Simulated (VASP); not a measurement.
Co:

```
CELL_PARAMETERS angstrom
2.56070 0.00000 0.00000
-1.28035 2.21764 0.00000
0.00000 0.00000 4.14143
ATOMIC_POSITIONS crystal
Co 0.66667 0.33333 0.25000
Co 0.33333 0.66667 0.75000
```

Base run:

| Item | Value |
| --- | --- |
| Program | VASP 6.6.1 |
| Functional | PBE |
| Potentials or basis | VASP PAW PBE potentials, release 64 (Co) |
| Cutoff | 520 eV |
| k mesh | 24 × 24 × 12 |
| Occupations | gaussian, width 0.15 eV |
| Spin | collinear spin, ferromagnetic start |
| Starting moments | [1.925, 1.925] μB |
| Fixed moment | 3.85 μB |

Its results: pressure -10.0 GPa; site moments Co +1.94 μB.

Question: The run is repeated on the same cell with these changes: fixed moment from 3.85 μB to 2.75 μB; moments at the start from [1.92, 1.92] to [1.38, 1.38]. What comes out?

Answer: Pressure -17.7 GPa; site moments Co +1.42 μB.

Caveats: the cell stands under tension; the total moment is fixed, so each spin has its own Fermi level.
